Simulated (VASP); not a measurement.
Set up this calculation in VASP 6.6.1, as the native input.

```
Task                   : single point
Functional             : r2SCAN
Potentials or basis    : VASP PAW PBE potentials, release 64 (B, P)
Cutoff                 : 550 eV
k mesh                 : 8 × 8 × 8
Occupations            : fermi-dirac, width 0.02 eV
Spin                   : no spin polarisation
Dipole correction      : no
Further INCAR settings : ALGO = Normal; EDIFF = 1e-06; NBANDS = 11
```

BP:

```
CELL_PARAMETERS angstrom
2.70805 0.00000 0.00000
0.00000 2.70805 0.00000
0.00000 0.00000 2.70805
ATOMIC_POSITIONS crystal
B 0.00000 0.00000 0.00000
P 0.50000 0.50000 0.50000
```

These files were run (other wordings do the same):

POSCAR

```
BP
1.0
    2.7080526412      0.0000000000      0.0000000000
    0.0000000000      2.7080526412      0.0000000000
    0.0000000000      0.0000000000      2.7080526412
B P
1 1
Direct
    0.0000000000      0.0000000000      0.0000000000
    0.5000000000      0.5000000000      0.5000000000
```

INCAR.step1

```
SYSTEM = BP
PREC = Accurate
ENCUT = 550
ISMEAR = -1
SIGMA = 0.02
LREAL = .FALSE.
LASPH = .TRUE.
NELM = 120
NBANDS = 11
GGA = PE
ALGO = Normal
EDIFF = 1E-5
LWAVE = .TRUE.
LCHARG = .FALSE.
GGA_COMPAT = .FALSE.
```

INCAR.step2

```
SYSTEM = BP
PREC = Accurate
ENCUT = 550
EDIFF = 1E-6
ISMEAR = -1
SIGMA = 0.02
LREAL = .FALSE.
LASPH = .TRUE.
NELM = 120
ALGO = Normal
ISIF = 2
LWAVE = .FALSE.
LCHARG = .FALSE.
METAGGA = R2SCAN
LMIXTAU = .TRUE.
NBANDS = 11
ISTART = 1
GGA_COMPAT = .FALSE.
```

KPOINTS

```
Automatic mesh
0
G
  8 8 8
  0 0 0
```

Potentials or basis: VASP PAW PBE potentials, release 64 (B, P).

Launch:

```sh
$ cat potpaw_PBE.64/B/POTCAR potpaw_PBE.64/P/POTCAR > POTCAR
$ cp INCAR.step1 INCAR
$ mpirun -np 1 vasp_std > vasp.out
$ cp INCAR.step2 INCAR
$ mpirun -np 1 vasp_std > vasp.out
```

It gave:

- Pressure: -0.2 GPa
- Band gap on the k mesh: zero (band 4 reaches 13.40 eV, above the bottom of band 5 at 6.95 eV)

Caveat: the PAW data sets were made with another functional, which shifts forces and pressure a little.

Wall time 9.2 s on 1 thread of Intel(R) Xeon(R) 6975P-C (Granite Rapids), on a shared host, peak memory 0.14 GiB.
